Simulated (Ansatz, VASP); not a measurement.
FeO in VASP and in Ansatz

```
Fe O
1.0
     0.00000    2.15540    2.15540
     2.15540    0.00000    2.15540
     2.15540    2.15540    0.00000
Fe O
1 1
Direct
  0.00000 0.00000 0.00000
  0.50000 0.50000 0.50000
```

Alike in both runs: task single point; functional PBE; k mesh 11 × 11 × 11; occupations gaussian, width 0.025 eV; collinear spin.

|  | VASP | Ansatz |
| --- | --- | --- |
| version | VASP 6.6.1 | Ansatz 0.2.0 |
| potentials or method | VASP PAW PBE potentials, release 64 (Fe_sv, O) | Ansatz PAW |
| plane-wave cutoff (eV) | 600 | 420 |
| valence electrons in the cell | 22 | 22 |

```csv
,VASP,Ansatz,Ansatz less VASP
gap on the k mesh at the Fermi level (eV),none,none,-
pressure (GPa),-2.6,-0.3,+2.36
net moment per atom (μB),2.00,2.00,0.000
size of the moment on the site where the two differ most (μB),3.48,3.45,-0.027
```

Site moments also hang on the region over which each program counts them. A gap of «none» marks a metal or a gap that the smearing closes.
